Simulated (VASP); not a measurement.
# LiNbO3 (R3c) in VASP: notebook

The runs below take LiNbO3 through single point, with HSE06.

Everything below comes from runs of VASP 6.6.1. Logs are shortened: lines on timing, memory, paths and dates and some standing lists are left out, and cuts for length are marked.

## 1. The cell of the first run

Symmetry: R3c, No. 161, trigonal system. Conventional cell: a = 5.132 Å, b = 5.132 Å, c = 13.845 Å, α = 90.00°, β = 90.00°, γ = 120.00°. Within 2.7 Å of Li (site symmetry 3) lie 6 O at 2.06 to 2.24 Å. Within 2.5 Å of Nb (site symmetry 3) lie 6 O at 1.87 to 2.13 Å. O (site symmetry 1) has 2 Nb at 1.87 to 2.13 Å and 2 Li at 2.06 to 2.24 Å within 2.5 Å.

## 2. Single point, HSE06

File POSCAR:

```
LiNbO3
1.0
    2.5662363996      1.4816172761      4.6151650986
   -2.5662363996      1.4816172761      4.6151650986
    0.0000000000     -2.9632345522      4.6151650986
Li Nb O
2 2 6
Direct
    0.3017429891      0.3017429891      0.3017429891
    0.8017429891      0.8017429891      0.8017429891
    0.0201380006      0.0201380006      0.0201380006
    0.5201380006      0.5201380006      0.5201380006
    0.1308259084      0.3780990865      0.7403940154
    0.7403940154      0.1308259084      0.3780990865
    0.3780990865      0.7403940154      0.1308259084
    0.2403940154      0.8780990865      0.6308259084
    0.8780990865      0.6308259084      0.2403940154
    0.6308259084      0.2403940154      0.8780990865
```

File INCAR.step1:

```
SYSTEM = LiNbO3
ALGO     = Normal         ! electronic algorithm
EDIFF    = 1E-5           ! SCF threshold, eV
ENCUT    = 520            ! plane-wave cutoff, eV
GGA      = PE             ! functional
ISIF     = 2              ! what is computed and relaxed
ISMEAR   = 0              ! smearing method
KPAR     = 2            
LASPH    = .True.         ! aspherical terms in the spheres
LREAL    = .False.        ! projectors in reciprocal space
LWAVE    = .True.         ! write WAVECAR
NBANDS   = 45             ! bands
NELM     = 60             ! most SCF steps
PREC     = Accurate       ! precision mode
SIGMA    = 0.01           ! smearing width, eV
```

File INCAR.step2:

```
SYSTEM = LiNbO3
ALGO     = Normal         ! electronic algorithm
EDIFF    = 1E-6           ! SCF threshold, eV
ENCUT    = 520            ! plane-wave cutoff, eV
GGA      = PE             ! functional
HFSCREEN = 0.2079         ! screening, 1/A
ISIF     = 2              ! what is computed and relaxed
ISMEAR   = 0              ! smearing method
ISTART   = 1            
KPAR     = 2            
LASPH    = .True.         ! aspherical terms in the spheres
LCHARG   = .True.         ! write CHGCAR
LHFCALC  = .True.         ! exact exchange
LREAL    = .False.        ! projectors in reciprocal space
LVHAR    = .True.       
LWAVE    = .False.        ! write WAVECAR
NBANDS   = 45             ! bands
NELM     = 60             ! most SCF steps
PREC     = Accurate       ! precision mode
PRECFOCK = Fast         
SIGMA    = 0.01           ! smearing width, eV
```

File KPOINTS:

```
k-points
0
Gamma
  3 3 3
  0 0 0
```

Potentials or basis: VASP PAW PBE potentials, release 64 (Li_sv, Nb_sv, O).

The run is started by

```sh
$ cat potpaw_PBE.64/Li_sv/POTCAR potpaw_PBE.64/Nb_sv/POTCAR potpaw_PBE.64/O/POTCAR > POTCAR
$ cp INCAR.step1 INCAR
$ mpirun -np 2 vasp_std > vasp.out
$ cp INCAR.step2 INCAR
$ mpirun -np 2 vasp_std > vasp.out
```

OUTCAR:

```text
SYSTEM = LiNbO3
   EDIFF = 1E-6
   ENCUT = 520
   GGA = PE
   HFSCREEN = 0.2079
   ISIF = 2
   ISMEAR = 0
   ISTART = 1
   LASPH = .True.
   LHFCALC = .True.
   LREAL = .False.
   NELM = 60
   PREC = Accurate
   PRECFOCK = Fast

 ion  position               nearest neighbor table
   1  0.302  0.302  0.302-   8 2.06  10 2.06   9 2.06   5 2.24   7 2.24   6 2.24
   2  0.802  0.802  0.802-   7 2.06   6 2.06   5 2.06   9 2.24   8 2.24  10 2.24
   3  0.020  0.020  0.020-   5 1.87   6 1.87   7 1.87   9 2.13   8 2.13  10 2.13
   4  0.520  0.520  0.520-   9 1.87  10 1.87   8 1.87   5 2.13   7 2.13   6 2.13
   5  0.131  0.378  0.740-   3 1.87   2 2.06   4 2.13   1 2.24
   6  0.740  0.131  0.378-   3 1.87   2 2.06   4 2.13   1 2.24
   7  0.378  0.740  0.131-   3 1.87   2 2.06   4 2.13   1 2.24
   8  0.240  0.878  0.631-   4 1.87   1 2.06   3 2.13   2 2.24
   9  0.878  0.631  0.240-   4 1.87   1 2.06   3 2.13   2 2.24
  10  0.631  0.240  0.878-   4 1.87   1 2.06   3 2.13   2 2.24

  LATTYP: Found a trigonal (rhomboedric) cell.
 ALAT       =     5.4845699830
 COS(alpha) =     0.5621370968

  Lattice vectors:

 A1 = (   2.5662363996,   1.4816172761,   4.6151650986)
 A2 = (  -2.5662363996,   1.4816172761,   4.6151650986)
 A3 = (   0.0000000000,  -2.9632345522,   4.6151650986)

Analysis of symmetry for initial positions (statically):
=====================================================================
 Subroutine PRICEL returns:
 Original cell was already a primitive cell.

 Routine SETGRP: Setting up the symmetry group for a
 trigonal (rhombohedral) supercell.

 Subroutine GETGRP returns: Found  6 space group operations
 (whereof  3 operations were pure point group operations)
 out of a pool of 12 trial point group operations.

The static configuration has the point symmetry C_3 .
 The point group associated with its full space group is C_3v.

Analysis of symmetry for dynamics (positions and initial velocities):
=====================================================================
 Subroutine PRICEL returns:
 Original cell was already a primitive cell.

 Routine SETGRP: Setting up the symmetry group for a
 trigonal (rhombohedral) supercell.

 Subroutine GETGRP returns: Found  6 space group operations
 (whereof  3 operations were pure point group operations)
 out of a pool of 12 trial point group operations.

The dynamic configuration has the point symmetry C_3 .
 The point group associated with its full space group is C_3v.

 Subroutine INISYM returns: Found  6 space group operations
 (whereof  3 operations are pure point group operations),
 and found     1 'primitive' translations

----------------------------------------------------------------------------------------

                                     Primitive cell

  volume of cell :     105.2861

  direct lattice vectors                    reciprocal lattice vectors
     2.566236400  1.481617276  4.615165099     0.194837857  0.112489689  0.072225657
    -2.566236400  1.481617276  4.615165099    -0.194837857  0.112489689  0.072225657
     0.000000000 -2.963234552  4.615165099     0.000000000 -0.224979378  0.072225657

  length of vectors
     5.484569983  5.484569983  5.484569983     0.236288523  0.236288523  0.236288523

  position of ions in fractional coordinates (direct lattice)
     0.301742989  0.301742989  0.301742989
     0.801742989  0.801742989  0.801742989
     0.020138001  0.020138001  0.020138001
     0.520138001  0.520138001  0.520138001
     0.130825908  0.378099087  0.740394015
     0.740394015  0.130825908  0.378099087
     0.378099087  0.740394015  0.130825908
     0.240394015  0.878099087  0.630825908
     0.878099087  0.630825908  0.240394015
     0.630825908  0.240394015  0.878099087

  ion indices of the primitive-cell ions
   primitive index   ion index
                 1           1
                 2           2
                 3           3
                 4           4
                 5           5
                 6           6
                 7           7
                 8           8
                 9           9
                10          10

----------------------------------------------------------------------------------------

 KPOINTS: k-points

Automatic generation of k-mesh.
 Grid dimensions read from file:
 generate k-points for:    3    3    3

 Generating k-lattice:

  Cartesian coordinates                     Fractional coordinates (reciprocal lattice)
     0.064945952  0.037496563  0.024075219     0.333333333  0.000000000  0.000000000
    -0.064945952  0.037496563  0.024075219     0.000000000  0.333333333  0.000000000
     0.000000000 -0.074993126  0.024075219     0.000000000  0.000000000  0.333333333

  Length of vectors
     0.078762841  0.078762841  0.078762841

  Shift w.r.t. Gamma in fractional coordinates (k-lattice)
     0.000000000  0.000000000  0.000000000

 Subroutine IBZKPT returns following result:
 ===========================================

 Found      6 irreducible k-points:

 Following reciprocal coordinates:
            Coordinates               Weight
  0.000000  0.000000  0.000000      1.000000
  0.333333  0.000000  0.000000      6.000000
  0.333333  0.333333 -0.000000      6.000000
 -0.333333  0.333333  0.000000      6.000000
  0.333333  0.333333  0.333333      2.000000
 -0.333333  0.333333  0.333333      6.000000
   k-points           NKPTS =      6   k-points in BZ     NKDIM =     27   number of bands    NBANDS=     45
   number of dos      NEDOS =    301   number of ions     NIONS =     10
   total plane-waves  NPLWV =  74088
   dimension x,y,z NGX =    42 NGY =   42 NGZ =   42
   dimension x,y,z NGXF=    84 NGYF=   84 NGZF=   84
   ions per type =               2   2   6
   NGX,Y,Z   is equivalent  to a cutoff of  12.73, 12.73, 12.73 a.u.
   NGXF,Y,Z  is equivalent  to a cutoff of  25.46, 25.46, 25.46 a.u.
 SYSTEM =  LiNbO3
   PREC   = accura    normal or accurate (medium, high low for compatibility)
   ISTART =      1    job   : 0-new  1-cont  2-samecut
   ICHARG =      0    charge: 1-file 2-atom 10-const
   ISPIN  =      1    spin polarized calculation?
   LNONCOLLINEAR =      F non collinear calculations
   LSORBIT =      F    spin-orbit coupling
   LASPH  =      T    aspherical Exc in radial PAW
   ENCUT  =  520.0 eV  38.22 Ry    6.18 a.u.  10.20 10.20 10.20*2*pi/ulx,y,z
   NELM   =     60;   NELMIN=  2; NELMDL=  0     # of ELM steps
   EDIFF  = 0.1E-05   stopping-criterion for ELM
   LREAL  =      F    real-space projection
   EDIFFG = 0.1E-04   stopping-criterion for IOM
   NSW    =      0    number of steps for IOM
   IBRION =     -1    ionic relax: 0-MD 1-quasi-New 2-CG
   NFREE  =      0    steps in history (QN), initial steepest desc. (CG)
   ISIF   =      2    stress and relaxation
   ISYM   =      3    0-nonsym 1-usesym 2-fastsym
   POTIM  = 0.5000    time-step for ionic-motion
   TEBEG  =    0.0;   TEEND  =   0.0 temperature during run
   PSTRESS=    0.0 pullay stress
   NELECT =      68.0000    total number of electrons
   NUPDOWN=      -1.0000    fix difference up-down
   EMIN   =  10.00;   EMAX   =-10.00  energy-range for DOS
   EFERMI =   0.00;   METHOD = LEGACY
   ISMEAR =     0;   SIGMA  =   0.01  broadening in eV -4-tet -1-fermi 0-gaus
   EFERMI_NEDOS =   21; number of points for ismear=-14 and -15
   IALGO  =     38    algorithm
   IMIX   =      1    mixing-type and parameters
     AMIX     =   0.40;   BMIX     =  1.00
     AMIX_MAG =   1.60;   BMIX_MAG =  1.00
  volume/ion in A,a.u.               =      10.53        71.05
  Fermi-wavevector in a.u.,A,eV,Ry     =   1.415101  2.674153 27.245810  2.002511
  Thomas-Fermi vector in A             =   2.536574
   LORBIT       =      0    0 simple, 1 ext, 2 COOP (PROOUT), +10 PAW based schemes
   GGA     = PE    functional components
   LHFCALC =     T    Hartree Fock is set to
   PRECFOCK=fast      Normal, Fast or Accurate (Low or Medium for compatibility)
   ENCUT4O =  -1.0   cutoff for four orbital integrals eV
   NKREDX  =     1    reduce k-point grid by
   NKREDY  =     1    reduce k-point grid by
   NKREDZ  =     1    reduce k-point grid by
   AEXX    =    0.2500 exact exchange contribution
   HFSCREEN=    0.2079 screening length (either q_TF or 0.3 A-1)
   HFSCREENC=   0.2079 screening length for correlation (either q_TF or 0.3 A-1)
   ENCUTFOCK=  -1.0 apply spherical cutoff to Coloumb kernel
   IVDW    =     0    specifies the selected vdW correction
   LEPSILON=     F    determine dielectric tensor
   LRPA    =     F    only Hartree local field effects (RPA)
 non-spin polarized calculation
 Gauss-broadening in eV      SIGMA  =   0.01
  energy-cutoff  :      520.00
  volume of cell :      105.29
 maximum number of plane-waves:      2864
 NGX is ok and might be reduce to    42
  NGX = 24; NGY = 24; NGZ = 24

 number of electron      68.0000013 magnetization

 Free energy of the ion-electron system (eV)
  ---------------------------------------------------
  ext. energy  EPLUGINS =         0.00000000
  ---------------------------------------------------
  free energy    TOTEN  =       -96.70138306 eV

  energy without entropy =      -96.70138306  energy(sigma->0) =      -96.70138306

 E-fermi :   2.6914     XC(G=0):  -8.9065

 val. band max:        2.5144251356   @ k =   0.0000   0.0000   0.0000
 cond. band min:       7.6747348120   @ k =   0.0000   0.0000   0.0000
 fundamental gap:      5.1603096764
 Fermi energy:         2.6913699263

 k-point     1 :       0.0000    0.0000    0.0000
  band No.  band energies     occupation
      1     -54.9151      2.00000
      2     -54.8966      2.00000
      3     -42.5430      2.00000
      4     -42.5402      2.00000
      5     -29.8608      2.00000
      6     -29.8608      2.00000
[... 37 lines left out ...]
     44      14.4552      0.00000
     45      14.4661      0.00000

 k-point     2 :       0.3333    0.0000    0.0000
  band No.  band energies     occupation
      1     -54.9104      2.00000
      2     -54.9012      2.00000
      3     -42.5424      2.00000
      4     -42.5409      2.00000
      5     -29.8190      2.00000
      6     -29.8145      2.00000
[... 37 lines left out ...]
     44      14.1748      0.00000
     45      14.1881      0.00000

 k-point     3 :       0.3333    0.3333   -0.0000
  band No.  band energies     occupation
      1     -54.9104      2.00000
      2     -54.9012      2.00000
      3     -42.5424      2.00000
      4     -42.5409      2.00000
      5     -29.8710      2.00000
      6     -29.8228      2.00000
[... 37 lines left out ...]
     44      13.8080      0.00000
     45      14.4941      0.00000

 k-point     4 :      -0.3333    0.3333    0.0000
  band No.  band energies     occupation
      1     -54.9058      2.00000
      2     -54.9058      2.00000
      3     -42.5417      2.00000
      4     -42.5417      2.00000
      5     -29.8602      2.00000
      6     -29.8270      2.00000
[... 37 lines left out ...]
     44      13.9350      0.00000
     45      14.7210      0.00000

 k-point     5 :       0.3333    0.3333    0.3333
  band No.  band energies     occupation
      1     -54.9105      2.00000
      2     -54.9012      2.00000
      3     -42.5424      2.00000
      4     -42.5409      2.00000
      5     -29.8137      2.00000
      6     -29.8137      2.00000
[... 37 lines left out ...]
     44      13.7657      0.00000
     45      14.0681      0.00000

 k-point     6 :      -0.3333    0.3333    0.3333
  band No.  band energies     occupation
      1     -54.9058      2.00000
      2     -54.9058      2.00000
      3     -42.5417      2.00000
      4     -42.5416      2.00000
      5     -29.8602      2.00000
      6     -29.8236      2.00000
[... 37 lines left out ...]
     44      13.6600      0.00000
     45      14.4057      0.00000

------------------------ aborting loop because EDIFF is reached ----------------------------------------

  FORCE on cell =-STRESS in cart. coord.  units (eV):
  Direction    XX          YY          ZZ          XY          YZ          ZX
  --------------------------------------------------------------------------------------
  -------------------------------------------------------------------------------------
  Total       -0.2029335     -0.2029335     -0.2130471      0.0000000      0.0000000      0.0000000
  in kB       -3.0881133     -3.0881133     -3.2420155      0.0000000      0.0000000      0.0000000
  external PRESSURE =      -3.1394140 kB  Pullay stress =       0.0000000 kB

 VOLUME and BASIS-vectors are now :
 -----------------------------------------------------------------------------
  energy-cutoff  :      520.00
  volume of cell :      105.29
      direct lattice vectors                 reciprocal lattice vectors
     2.566236400  1.481617276  4.615165099     0.194837857  0.112489689  0.072225657
    -2.566236400  1.481617276  4.615165099    -0.194837857  0.112489689  0.072225657
     0.000000000 -2.963234552  4.615165099     0.000000000 -0.224979378  0.072225657

 POSITION                                       TOTAL-FORCE (eV/Angst)
 -----------------------------------------------------------------------------------
      0.00000      0.00000      4.17778         0.000000     -0.000000      0.001745
      0.00000      0.00000     11.10053         0.000000     -0.000000      0.001745
      0.00000      0.00000      0.27882         0.000000     -0.000000     -0.036633
      0.00000      0.00000      7.20157         0.000000     -0.000000     -0.036633
     -0.63456     -1.43993      5.76581         0.016124      0.001539      0.011629
      1.56430      0.17042      5.76581        -0.009394      0.013194      0.011629
     -0.92973      1.26951      5.76581        -0.006729     -0.014733      0.011629
     -1.63650     -0.21211      8.07340         0.006729     -0.014733      0.011629
      0.63456      1.52331      8.07340        -0.016124      0.001539      0.011629
      1.00194     -1.31120      8.07340         0.009394      0.013194      0.011629
 -----------------------------------------------------------------------------------
    total drift:                               -0.000004     -0.000003      0.000183

  FREE ENERGIE OF THE ION-ELECTRON SYSTEM (eV)
  ---------------------------------------------------
  free  energy   TOTEN  =       -96.7013830627 eV

  energy  without entropy=      -96.7013830627  energy(sigma->0) =      -96.70138306
```

Wall time 19 min (2 MPI ranks of Intel Xeon Platinum 8375C at 2.90GHz (Ice Lake), shared host); peak memory 0.37 GiB.

Results:

* Free energy: -96.7014 eV
* Largest force: 0.037 eV/Å
* Band gap on the k mesh: 5.16 eV

Forces in eV/Å, atoms in the order of the input:
```
Li   0.000  0.000  0.002
Li   0.000  0.000  0.002
Nb   0.000  0.000 -0.037
Nb   0.000  0.000 -0.037
O    0.016  0.002  0.012
O   -0.009  0.013  0.012
O   -0.007 -0.015  0.012
O    0.007 -0.015  0.012
O   -0.016  0.002  0.012
O    0.009  0.013  0.012
```

Caveat: the k points lie up to 0.49 Å⁻¹ apart; the cutoff is under 1.25 times the usual one of these potentials, so pressure, stress and relaxed cells hold a basis-set (Pulay) error; the PAW data sets were made with another functional, which shifts forces and pressure a little.

## 3. Single point, HSE06

This run uses another cell than the first one, of 10.62 Å³/atom.

File POSCAR:

```
LiNbO3
1.0
    2.5756485575      1.4870513880      4.6218000000
   -2.5756485575      1.4870513880      4.6218000000
    0.0000000000     -2.9741027760      4.6218000000
Li Nb O
2 2 6
Direct
    0.3021000000      0.3021000000      0.3021000000
    0.8021000000      0.8021000000      0.8021000000
    0.0192000000      0.0192000000      0.0192000000
    0.5192000000      0.5192000000      0.5192000000
    0.1311000000      0.3783000000      0.7405000000
    0.7405000000      0.1311000000      0.3783000000
    0.3783000000      0.7405000000      0.1311000000
    0.2405000000      0.8783000000      0.6311000000
    0.8783000000      0.6311000000      0.2405000000
    0.6311000000      0.2405000000      0.8783000000
```

File INCAR.step1:

```
SYSTEM = LiNbO3
PREC = Accurate
ENCUT = 520
EDIFF = 1E-5
ISMEAR = 0
SIGMA = 0.01
LREAL = .FALSE.
LASPH = .TRUE.
NELM = 80
ALGO = Normal
ISIF = 2
LWAVE = .TRUE.
LCHARG = .FALSE.
GGA = PE
NBANDS = 45
KPAR = 2
```

File INCAR.step2:

```
SYSTEM = LiNbO3
PREC = Accurate
ENCUT = 520
EDIFF = 1E-7
ISMEAR = 0
SIGMA = 0.01
LREAL = .FALSE.
LASPH = .TRUE.
NELM = 80
ALGO = Normal
ISIF = 2
LWAVE = .FALSE.
LCHARG = .FALSE.
GGA = PE
LHFCALC = .TRUE.
HFSCREEN = 0.2079
PRECFOCK = Fast
ISTART = 1
NBANDS = 45
KPAR = 2
```

File KPOINTS:

```
Automatic mesh
0
G
  3 3 3
  0 0 0
```

Potentials or basis: VASP PAW PBE potentials, release 64 (Li_sv, Nb_sv, O).

The run is started by

```sh
$ cat potpaw_PBE.64/Li_sv/POTCAR potpaw_PBE.64/Nb_sv/POTCAR potpaw_PBE.64/O/POTCAR > POTCAR
$ cp INCAR.step1 INCAR
$ mpirun -np 2 vasp_std > vasp.out
$ cp INCAR.step2 INCAR
$ mpirun -np 2 vasp_std > vasp.out
```

It took 33 min on 2 MPI ranks of Intel Xeon Platinum 8375C at 2.90GHz (Ice Lake), shared host; peak memory 0.37 GiB.

It converged, with:

- Free energy: -96.6893 eV
- Largest force: 0.260 eV/Å
- Band gap on the k mesh: 5.00 eV

Forces on the atoms (eV/Å):
```
Li   0.000  0.000 -0.025
Li   0.000  0.000 -0.025
Nb   0.000  0.000  0.260
Nb   0.000  0.000  0.260
O    0.135 -0.150 -0.078
O    0.062  0.192 -0.078
O   -0.197 -0.042 -0.078
O    0.197 -0.042 -0.078
O   -0.135 -0.150 -0.078
O   -0.062  0.192 -0.078
```

Levels at points of the mesh, in eV from the valence-band top:
```tsv
k point	band 30	band 31	band 32	band 33	band 34	band 35	band 36	band 37	band 38	band 39
(0.00, 0.00, 0.00)	-0.74	-0.72	-0.55	0.00	0.00	5.00	5.00	5.48	6.75	6.75
```

Caveat: the k points lie up to 0.49 Å⁻¹ apart; the cutoff is under 1.25 times the usual one of these potentials, so pressure, stress and relaxed cells hold a basis-set (Pulay) error; the PAW data sets were made with another functional, which shifts forces and pressure a little. A k mesh can miss the band edges.
